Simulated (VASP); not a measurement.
A run of VASP 6.6.1 is set up as follows.

Contents of INCAR:

```
SYSTEM = NaMgF3
  ALGO = Normal
  EDIFF = 1E-6
  ENCUT = 520
  GGA = CA
  ISIF = 2
  ISMEAR = 0
  LASPH = .True.
  LCHARG = .False.
  LREAL = .False.
  LWAVE = .False.
  NBANDS = 23
  NELM = 60
  PREC = Accurate
  SIGMA = 0.01
```

Contents of KPOINTS:

```
k-points
0
Gamma
  5 5 5
  0 0 0
```

File POSCAR:

```
NaMgF3
1.0
    3.8760000000      0.0000000000      0.0000000000
    0.0000000000      3.8760000000      0.0000000000
    0.0000000000      0.0000000000      3.8760000000
Na Mg F
1 1 3
Direct
    0.0000000000      0.0000000000      0.0025799794
    0.5000000000      0.5000000000      0.5000000000
    0.5000000000      0.5000000000      0.0000000000
    0.0000000000      0.5000000000      0.5000000000
    0.5000000000      0.0000000000      0.5000000000
```

Potentials or basis: VASP PAW LDA potentials, release 64 (Na_pv, Mg, F).

Run with:

```sh
$ cat potpaw_LDA.64/Na_pv/POTCAR potpaw_LDA.64/Mg/POTCAR potpaw_LDA.64/F/POTCAR > POTCAR
$ mpirun -np 1 vasp_std > vasp.out
```

Q: Estimate the largest force.

A: 0.011 eV/Å.

Q: What does it give for the pressure?

A: -3.8 GPa.

Forces in eV/Å, atoms in the order of the input:
```
Na   0.000  0.000  0.000
Mg   0.000  0.000  0.011
F    0.000  0.000  0.004
F    0.000  0.000 -0.007
F    0.000  0.000 -0.007
```
